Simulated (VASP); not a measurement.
A run of VASP 6.6.1:

The input POSCAR:

```
KF
1.0
    2.6720891185      2.6720891185      0.0000000000
   -2.6720891185      2.6720891185      0.0000000000
    0.0000000000      2.6720891185      2.6508187574
K F
1 1
Direct
    0.0000000000      0.0000000000      0.0000000000
    0.5000000000      0.5000000000      0.0000000000
```

The input INCAR.step1:

```
SYSTEM = KF
ALGO     = Normal         ! electronic algorithm
EDIFF    = 1E-4           ! SCF threshold, eV
ENCUT    = 520            ! plane-wave cutoff, eV
GGA      = PE             ! functional
ISMEAR   = 0              ! smearing method
LASPH    = .TRUE.         ! aspherical terms in the spheres
LCHARG   = .FALSE.        ! write CHGCAR
LREAL    = .FALSE.        ! projectors in reciprocal space
LWAVE    = .TRUE.         ! write WAVECAR
NBANDS   = 15             ! bands
NELM     = 100            ! most SCF steps
PREC     = Accurate       ! precision mode
SIGMA    = 0.01           ! smearing width, eV
```

Contents of INCAR.step2:

```
SYSTEM = KF
ALGO     = Normal         ! electronic algorithm
EDIFF    = 1E-6           ! SCF threshold, eV
ENCUT    = 520            ! plane-wave cutoff, eV
ISIF     = 2              ! what is computed and relaxed
ISMEAR   = 0              ! smearing method
ISTART   = 1            
LASPH    = .TRUE.         ! aspherical terms in the spheres
LCHARG   = .FALSE.        ! write CHGCAR
LMIXTAU  = .TRUE.       
LREAL    = .FALSE.        ! projectors in reciprocal space
LWAVE    = .FALSE.        ! write WAVECAR
METAGGA  = R2SCAN         ! meta-GGA
NBANDS   = 15             ! bands
NELM     = 100            ! most SCF steps
PREC     = Accurate       ! precision mode
SIGMA    = 0.01           ! smearing width, eV
```

Contents of KPOINTS:

```
k-points
0
G
  8 8 8
  0 0 0
```

Potentials or basis: VASP PAW PBE potentials, release 64 (K_sv, F).

Launch:

```bash
$ cat potpaw_PBE.64/K_sv/POTCAR potpaw_PBE.64/F/POTCAR > POTCAR
$ cp INCAR.step1 INCAR
$ mpirun -np 1 vasp_std > vasp.out
$ cp INCAR.step2 INCAR
$ mpirun -np 1 vasp_std > vasp.out
```

Hardware: 1 thread of Intel Xeon 8259CL (shared host).

**Question.** Estimate the wall time of this run.

**Answer.** Wall time 3.1 min on 1 thread of Intel Xeon 8259CL, on a shared host, peak memory 0.18 GiB. Counts: k points 59.
